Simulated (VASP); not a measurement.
# FeO in VASP: notebook, part 2 of 2

VASP 6.6.1.

## (3) Single point, PBE, collinear spin, ferromagnetic start

This run uses another cell than the first one, of 10.78 Å³/atom.

The input, INCAR:

```
SYSTEM = FeO
ALGO     = Normal         ! electronic algorithm
EDIFF    = 1E-7           ! SCF threshold, eV
ENCUT    = 520            ! plane-wave cutoff, eV
GGA      = PE             ! functional
ISIF     = 2              ! what is computed and relaxed
ISMEAR   = 0              ! smearing method
ISPIN    = 2              ! spin polarisation
LASPH    = .TRUE.         ! aspherical terms in the spheres
LCHARG   = .FALSE.        ! write CHGCAR
LMAXMIX  = 4              ! l up to which the mixer works
LORBIT   = 11             ! projections on sites
LREAL    = .FALSE.        ! projectors in reciprocal space
LWAVE    = .FALSE.        ! write WAVECAR
MAGMOM   = 4 0            ! initial moments
NBANDS   = 18             ! bands
NELM     = 150            ! most SCF steps
PREC     = Accurate       ! precision mode
SIGMA    = 0.1            ! smearing width, eV
```

The input, KPOINTS:

```
k-points
0
G
  6 6 6
  0 0 0
```

The input, POSCAR:

```
FeO
1.0
    2.7828925957      0.0000000000      0.0000000000
    0.0000000000      2.7828925957      0.0000000000
    0.0000000000      0.0000000000      2.7828925957
Fe O
1 1
Direct
    0.0000000000      0.0000000000      0.0000000000
    0.5000000000      0.5000000000      0.5000000000
```

Potentials or basis: VASP PAW PBE potentials, release 64 (Fe, O).

Started as:

```
cat potpaw_PBE.64/Fe/POTCAR potpaw_PBE.64/O/POTCAR > POTCAR
mpirun -np 1 vasp_std > vasp.out
```

It took 9.3 s on 1 thread of Intel Xeon 6975P-C (Granite Rapids), shared host; peak memory 0.15 GiB.

The run converged. Its results:

| Property | Result |
| --- | --- |
| Free energy | -14.1741 eV |
| Pressure | -20.9 GPa |
| Band gap on the k mesh | zero (filled and empty bands overlap) |
| Net moment | 4.01 μB per cell |
| Site moments | Fe +3.56; O +0.34 μB |
| Valence electrons inside the program's atomic spheres | Fe 6.54; O 4.88 |

Levels at points of the mesh, in eV from the Fermi level:
Spin up:
| k point | band 5 | band 6 | band 7 | band 8 | band 9 | band 10 | band 11 | band 12 | band 13 | band 14 |
| --- | --- | --- | --- | --- | --- | --- | --- | --- | --- | --- |
| (0.00, 0.00, 0.00) | -2.64 | -2.64 | -2.19 | -2.19 | -2.19 | -0.30 | 14.25 | 14.25 | 17.41 | 17.41 |
| (0.50, 0.00, 0.00) | -3.75 | -2.59 | -1.74 | -0.41 | -0.41 | 5.00 | 6.64 | 15.56 | 15.92 | 15.92 |
| (0.50, 0.50, 0.00) | -3.28 | -3.10 | -3.10 | -1.79 | -1.44 | 4.87 | 9.61 | 9.61 | 14.89 | 22.20 |
| (0.50, 0.50, 0.50) | -1.76 | -1.76 | -0.53 | -0.53 | -0.53 | 6.23 | 6.23 | 6.23 | 12.31 | 19.07 |
Spin down:
```tsv
k point	band 1	band 2	band 3	band 4	band 5	band 6	band 7	band 8	band 9	band 10
(0.00, 0.00, 0.00)	-18.26	-1.56	-1.56	-1.56	-1.43	-1.43	0.63	1.48	1.48	1.48
(0.50, 0.00, 0.00)	-17.36	-6.55	-2.09	-2.09	-1.06	1.14	1.57	2.24	2.24	5.66
(0.50, 0.50, 0.00)	-16.84	-4.53	-4.53	-1.13	-0.80	0.42	0.84	0.84	1.41	6.52
(0.50, 0.50, 0.50)	-16.20	-4.76	-4.76	-4.76	1.45	1.45	2.53	2.53	2.53	6.89
```

Caveat: the k points lie up to 0.38 Å⁻¹ apart, too coarse for converged energies and pressures of a metal; a cell with one magnetic atom can't hold antiferromagnetic order, which such compounds often take; semilocal functionals often make such compounds metallic where correlation or magnetic order opens a gap, which also shifts bond lengths.

## (4) Single point, PBE, collinear spin, ferromagnetic start

The input, INCAR:

```
SYSTEM = FeO
  ALGO = Normal
  EDIFF = 1E-7
  ENCUT = 520
  GGA = PE
  ISIF = 2
  ISMEAR = 0
  ISPIN = 2
  LASPH = .TRUE.
  LCHARG = .FALSE.
  LMAXMIX = 4
  LORBIT = 11
  LREAL = .FALSE.
  LWAVE = .FALSE.
  MAGMOM = 3.78 0.44
  NBANDS = 18
  NELM = 150
  PREC = Accurate
  SIGMA = 0.1
```

KPOINTS is that of step 3.

The input, POSCAR:

```
FeO
1.0
    2.6481342032      0.0000000000      0.0000000000
    0.0000000000      2.6481342032      0.0000000000
    0.0000000000      0.0000000000      2.6506394186
Fe O
1 1
Direct
    0.5000000000      0.5000000000      0.5000000000
    0.0000000000      0.0000000000      0.0000000000
```

Started as:

```
cat potpaw_PBE.64/Fe/POTCAR potpaw_PBE.64/O/POTCAR > POTCAR
mpirun -np 1 vasp_std > vasp.out
```

Wall time 13 s (1 thread of Intel Xeon 6975P-C (Granite Rapids), shared host); peak memory 0.14 GiB.

It converged, with:

- Free energy: -14.3948 eV
- Pressure: -0.1 GPa
- Band gap on the k mesh: zero (filled and empty bands overlap)
- Net moment: 4.00 μB per cell
- Site moments: Fe +3.54; O +0.37 μB
- Valence electrons inside the program's atomic spheres: Fe 6.74; O 4.96

Stress tensor (GPa, compression positive):
```
 0.01  0.00  0.00
 0.00  0.01  0.00
 0.00  0.00 -0.36
```

Levels at points of the mesh, in eV from the Fermi level:
Spin up:
```tsv
k point	band 7	band 8	band 9	band 10	band 11	band 12
(0.00, 0.00, 0.00)	-2.64	-2.64	-2.63	0.42	15.02	15.04
(0.50, 0.00, 0.00)	-1.66	-0.35	-0.35	5.74	7.85	15.78
(0.50, 0.50, 0.00)	-3.24	-1.90	-1.65	5.68	10.73	10.73
(0.00, 0.00, 0.50)	-1.67	-0.35	-0.35	5.75	7.84	15.79
(0.50, 0.00, 0.50)	-3.24	-1.90	-1.65	5.67	10.73	10.74
(0.50, 0.50, 0.50)	-0.34	-0.34	-0.34	6.50	6.50	6.50
```
Spin down:
```tsv
k point	band 1	band 2	band 3	band 4	band 5	band 6	band 7	band 8	band 9	band 10
(0.00, 0.00, 0.00)	-19.56	-2.11	-2.10	-2.10	-2.03	-2.02	1.43	1.49	1.49	1.50
(0.50, 0.00, 0.00)	-18.32	-7.86	-2.80	-2.79	-1.53	1.23	1.61	2.45	2.45	6.48
(0.50, 0.50, 0.00)	-17.68	-5.59	-5.59	-1.60	-1.21	0.31	0.66	0.66	1.58	7.41
(0.00, 0.00, 0.50)	-18.33	-7.86	-2.79	-2.79	-1.53	1.22	1.61	2.45	2.45	6.49
(0.50, 0.00, 0.50)	-17.68	-5.59	-5.59	-1.61	-1.20	0.32	0.67	0.67	1.58	7.40
(0.50, 0.50, 0.50)	-16.75	-6.01	-6.01	-6.00	1.63	1.63	2.82	2.82	2.82	7.22
```

Caveat: the k points lie up to 0.40 Å⁻¹ apart, too coarse for converged energies and pressures of a metal; a cell with one magnetic atom can't hold antiferromagnetic order, which such compounds often take; semilocal functionals often make such compounds metallic where correlation or magnetic order opens a gap, which also shifts bond lengths.

## (5) Relaxation of cell and atoms, PBE, collinear spin, ferromagnetic start

This run uses another cell than the first one, of 10.78 Å³/atom.

The input, INCAR:

```
SYSTEM = FeO
PREC     = Accurate       ! precision mode
ENCUT    = 600            ! plane-wave cutoff, eV
EDIFF    = 1E-6           ! SCF threshold, eV
ISMEAR   = 0              ! smearing method
SIGMA    = 0.1            ! smearing width, eV
LREAL    = .False.        ! projectors in reciprocal space
LASPH    = .True.         ! aspherical terms in the spheres
NELM     = 150            ! most SCF steps
ALGO     = Normal         ! electronic algorithm
ISIF     = 3              ! what is computed and relaxed
LWAVE    = .False.        ! write WAVECAR
LCHARG   = .False.        ! write CHGCAR
ISPIN    = 2              ! spin polarisation
MAGMOM   = 3.87 0.41      ! initial moments
LORBIT   = 11             ! projections on sites
LMAXMIX  = 4              ! l up to which the mixer works
GGA      = PE             ! functional
IBRION   = 2              ! ionic algorithm
NSW      = 90             ! ionic steps
EDIFFG   = -0.04          ! ionic threshold
```

The input, KPOINTS:

```
regular mesh
0
Gamma
  6 6 6
  0 0 0
```

The input, POSCAR:

```
FeO
1.0
    2.7828925957      0.0000000000      0.0000000000
    0.0000000000      2.7828925957      0.0000000000
    0.0000000000      0.0000000000      2.7828925957
Fe O
1 1
Direct
    0.0000000000      0.0000000000      0.0000000000
    0.5000000000      0.5000000000      0.5000000000
```

Started as:

```
cat potpaw_PBE.64/Fe/POTCAR potpaw_PBE.64/O/POTCAR > POTCAR
mpirun -np 1 vasp_std > vasp.out
```

It took 18 s on 1 thread of Intel Xeon 6975P-C (Granite Rapids), shared host; peak memory 0.15 GiB.

Results (log left out):

```yaml
Free_energy: -14.4031 eV
Relaxed_volume: 9.28 Å³/atom
Relaxed_cell: a = 2.647 Å, b = 2.647 Å, c = 2.647 Å, α = 90.00°, β = 90.00°, γ = 90.00°
Space_group_after_relaxing_to_0.1_Å: Pm-3m (No. 221)
Energy_gained_by_relaxing: 114.0 meV/atom
Ionic_steps: 3
Pressure_after_relaxing: 0.0 GPa
Band_gap_on_the_k_mesh: zero (filled and empty bands overlap)
Net_moment: 4.00 μB per cell
Site_moments: Fe +3.54; O +0.37 μB
Valence_electrons_inside_the_program's_atomic_spheres: Fe 6.74; O 4.96
```

The path:
| step | energy change (eV) | largest force (eV/Å) | pressure (GPa) | volume (Å³) |
| --- | --- | --- | --- | --- |
| 1 | 0.0000 | 0.0000 | -21.09 | 21.55 |
| 2 | -0.1795 | 0.0000 | 14.55 | 17.42 |
| 3 | -0.2279 | 0.0000 | -0.04 | 18.56 |

Final structure:
```
Fe O
1.0
     2.64750    0.00000    0.00000
     0.00000    2.64750    0.00000
     0.00000    0.00000    2.64750
Fe O
1 1
Direct
  0.00000 0.00000 0.00000
  0.50000 0.50000 0.50000
```

Levels at points of the mesh, in eV from the Fermi level:
Spin up:
```
           k point  band 5  band 6  band 7  band 8  band 9  band 10  band 11  band 12  band 13
(0.00, 0.00, 0.00)   -2.79   -2.79   -2.63   -2.63   -2.63     0.44    15.04    15.04    19.45
(0.50, 0.00, 0.00)   -4.19   -2.55   -1.66   -0.35   -0.35     5.76     7.86    15.79    17.21
(0.50, 0.50, 0.00)   -3.35   -3.24   -3.24   -1.91   -1.65     5.69    10.75    10.75    16.15
(0.50, 0.50, 0.50)   -1.61   -1.61   -0.33   -0.33   -0.33     6.51     6.51     6.51    14.69
```
Spin down:
```
           k point  band 1  band 2  band 3  band 4  band 5  band 6  band 7  band 8  band 9  band 10
(0.00, 0.00, 0.00)  -19.58   -2.11   -2.11   -2.11   -2.03   -2.03    1.44    1.49    1.49     1.50
(0.50, 0.00, 0.00)  -18.34   -7.87   -2.80   -2.80   -1.54    1.23    1.61    2.45    2.46     6.50
(0.50, 0.50, 0.00)  -17.69   -5.60   -5.60   -1.61   -1.21    0.32    0.67    0.67    1.58     7.42
(0.50, 0.50, 0.50)  -16.76   -6.02   -6.02   -6.02    1.63    1.63    2.82    2.82    2.83     7.23
```

Caveat: the k points lie up to 0.40 Å⁻¹ apart in the final cell, too coarse for converged energies and pressures of a metal; a cell with one magnetic atom can't hold antiferromagnetic order, which such compounds often take; semilocal functionals often make such compounds metallic where correlation or magnetic order opens a gap, which also shifts bond lengths.

## (6) The runs side by side

| task | cell | cutoff (eV) | gap on the mesh (eV) | pressure (GPa) | moment (μB) |
| --- | --- | --- | --- | --- | --- |
| single point | a = 2.649 Å, 2 atoms | 520 | none | -0.2 | 4.00 |
| single point | a = 2.783 Å, 2 atoms | 520 | none | -20.9 | 4.01 |
| single point | a = 2.648, b = 2.648, c = 2.651 Å, 2 atoms | 520 | none | -0.1 | 4.00 |
| relaxation of cell and atoms | relaxed from a = 2.783 Å, 2 atoms | 600 | none | 0.0 | 4.00 |

Alike in all rows: level PBE; potentials or basis VASP PAW PBE potentials, release 64 (Fe, O); spin collinear, ferromagnetic start; k mesh 6 × 6 × 6; smearing gaussian 0.1 eV.

Caveats: all runs use coarse meshes; a cell with one magnetic atom can't hold antiferromagnetic order, which such compounds often take; semilocal functionals often make such compounds metallic where correlation or magnetic order opens a gap, which also shifts bond lengths.

Total energies depend on the potentials used, so only differences within one code and one set of settings carry meaning.
